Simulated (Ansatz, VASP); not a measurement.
**Cd3O in VASP and in Ansatz**

INCAR

```
SYSTEM = Cd3O
PREC = Accurate
ENCUT = 600
EDIFF = 1E-6
ISMEAR = 0
SIGMA = 0.2
LREAL = .False.
LASPH = .True.
NELM = 100
ALGO = Normal
ISIF = 3
LWAVE = .False.
LCHARG = .False.
GGA = PE
IBRION = 2
NSW = 36
EDIFFG = -0.08
```

Contents of KPOINTS:

```
regular mesh
0
Gamma
  3 3 3
  0 0 0
```

POSCAR

```
Cd3O
1.0
    3.5553079900      2.0526580200      3.7030653200
   -3.5553079900      2.0526580200      3.7030653200
    0.0000000000     -4.1053160500      3.7030653200
Cd O
6 2
Direct
    0.3254719800      0.3353627800      0.8996937300
    0.8996937300      0.3254719800      0.3353627800
    0.3353627800      0.8996937300      0.3254719800
    0.1003062700      0.6646372200      0.6745280200
    0.6646372200      0.6745280200      0.1003062700
    0.6745280200      0.1003062700      0.6646372200
    0.0000000000      0.0000000000      0.0000000000
    0.5000000000      0.5000000000      0.5000000000
```

Input for Ansatz:

```yaml
crystal:
  lattice:
    - [3.55530799, 2.05265802, 3.70306532]
    - [-3.55530799, 2.05265802, 3.70306532]
    - [0.0, -4.10531605, 3.70306532]
  atoms:
    - { symbol: Cd, position: [0.32547198, 0.33536278, 0.89969373] }
    - { symbol: Cd, position: [0.89969373, 0.32547198, 0.33536278] }
    - { symbol: Cd, position: [0.33536278, 0.89969373, 0.32547198] }
    - { symbol: Cd, position: [0.10030627, 0.66463722, 0.67452802] }
    - { symbol: Cd, position: [0.66463722, 0.67452802, 0.10030627] }
    - { symbol: Cd, position: [0.67452802, 0.10030627, 0.66463722] }
    - { symbol: O, position: [0.0, 0.0, 0.0] }
    - { symbol: O, position: [0.5, 0.5, 0.5] }
basis:
  ecutwfc: 420
kpoints:
  mp_grid: { grid: [3, 3, 3] }
hamiltonian:
  xc: pbe
scf:
  occupations: { method: gaussian, width: 0.2 }
  lower_state_search: "off"
output:
  forces: true
  stress: true
  eigenvalues: true
relax:
  adjacent_minimum: "off"
  f_tol: 0.08
  max_steps: 16
  cell: { stress_tol: 0.8 }
```

Alike in both runs: task relaxation of cell and atoms; functional PBE; k mesh 3 × 3 × 3; occupations gaussian, width 0.2 eV; no spin polarisation.

|  | VASP | Ansatz |
| --- | --- | --- |
| version | VASP 6.6.1 | Ansatz 0.2.0 |
| potentials or method | VASP PAW PBE potentials, release 64 (Cd, O), cutoff 600 eV | scalar-relativistic, plane waves, PAW |
| valence electrons in the cell | 84 | 132 |

```csv
,VASP,Ansatz,Ansatz less VASP
"gap on the k mesh at the Fermi level, each at its own relaxed structure (eV)",none,none,-
relaxed volume (Å³/atom),19.67,19.63,-0.042
relaxed length of the cell vector where the two differ most in proportion (Å),5.525,5.501,-0.0242
```

A gap of «none» marks a metal or a gap that the smearing closes. VASP's potentials hold 84 valence electrons a cell and Ansatz's 132, so a difference there can come from the potentials and not from the codes.

The k mesh is coarse, so the values compare programs but aren't converged.
